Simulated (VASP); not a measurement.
Set up this calculation in VASP 6.6.1, as the native input.

```yaml
Task: single point
Functional: PBEsol
Potentials_or_basis: VASP PAW PBE potentials, release 64 (Hf_pv, O)
Cutoff: 520 eV
k_mesh: 4 × 4 × 4
Occupations: fermi-dirac, width 0.05 eV
Spin: no spin polarisation
Dipole_correction: no
Further_INCAR_settings: ALGO = Normal; EDIFF = 1e-07; NBANDS = 56
```

The structure of HfO2 lies in POSCAR:

```
HfO2
1.0
    5.0962500170      0.0000000000     -0.0126805258
    0.0000000000      5.1773227406      0.0000000000
   -0.8679320457      0.0000000000      5.1990587560
Hf O
4 8
Direct
    0.2771550913      0.4569831083      0.7082230976
    0.7228449087      0.9569831083      0.7917769024
    0.7228449087      0.5430168917      0.2917769024
    0.2771550913      0.0430168917      0.2082230976
    0.0711613272      0.1627909815      0.8409717129
    0.9288386728      0.6627909815      0.6590282871
    0.9288386728      0.8372090185      0.1590282871
    0.0711613272      0.3372090185      0.3409717129
    0.4471877147      0.7417890488      0.9799873266
    0.5528122853      0.2417890488      0.5200126734
    0.5528122853      0.2582109512      0.0200126734
    0.4471877147      0.7582109512      0.4799873266
```

These files were run (other wordings do the same):

INCAR

```
SYSTEM = HfO2
PREC = Accurate
ENCUT = 520
EDIFF = 1E-7
ISMEAR = -1
SIGMA = 0.05
LREAL = .FALSE.
LASPH = .TRUE.
NELM = 100
ALGO = Normal
ISIF = 2
LWAVE = .FALSE.
LCHARG = .FALSE.
GGA = PS
NBANDS = 56
```

KPOINTS

```
Automatic mesh
0
G
  4 4 4
  0 0 0
```

Potentials or basis: VASP PAW PBE potentials, release 64 (Hf_pv, O).

The run is started by

```bash
$ cat potpaw_PBE.64/Hf_pv/POTCAR potpaw_PBE.64/O/POTCAR > POTCAR
$ mpirun -np 1 vasp_std > vasp.out
```

Results of the run:

```
Pressure               : -3.1 GPa
Largest force          : 0.077 eV/Å
Band gap on the k mesh : 3.93 eV (least direct gap 4.03 eV)
```

Caveat: the cell stands under tension; the PAW data sets were made with another functional, which shifts forces and pressure a little; spin-orbit coupling is left out, which moves the levels of the heavy elements.

It took 3.7 min on 1 thread of Intel(R) Xeon(R) Platinum 8488C (Sapphire Rapids) (shared host), peak memory 0.34 GiB.
